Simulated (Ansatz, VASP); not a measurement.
Al: VASP beside Ansatz

```
CELL_PARAMETERS angstrom
2.71144 0.00000 0.00000
-1.35572 2.34817 0.00000
0.00000 0.00000 8.98039
ATOMIC_POSITIONS crystal
Al 0.00000 0.00000 0.00000
Al 0.00000 0.00000 0.50000
Al 0.33333 0.66667 0.25000
Al 0.66667 0.33333 0.75000
```

Alike in both runs: task single point; functional PBEsol; k mesh 14 × 14 × 4; occupations fermi-dirac, width 0.1 eV; no spin polarisation.

```csv
,VASP,Ansatz
version,VASP 6.6.1,Ansatz 0.2.0
potentials or method,"VASP PAW PBE potentials, release 64 (Al), cutoff 520 eV","plane waves (420 eV) with PAW, scalar-relativistic"
valence electrons in the cell,12,12
```

```tsv
	VASP	Ansatz	Ansatz less VASP
pressure (GPa)	13.9	13.8	-0.12
traceless stress, the component that is largest in VASP (GPa)	-0.34	-0.32	+0.015
```

VASP's potentials were made for PBE, not for PBEsol, and Ansatz warns of the same on its side.
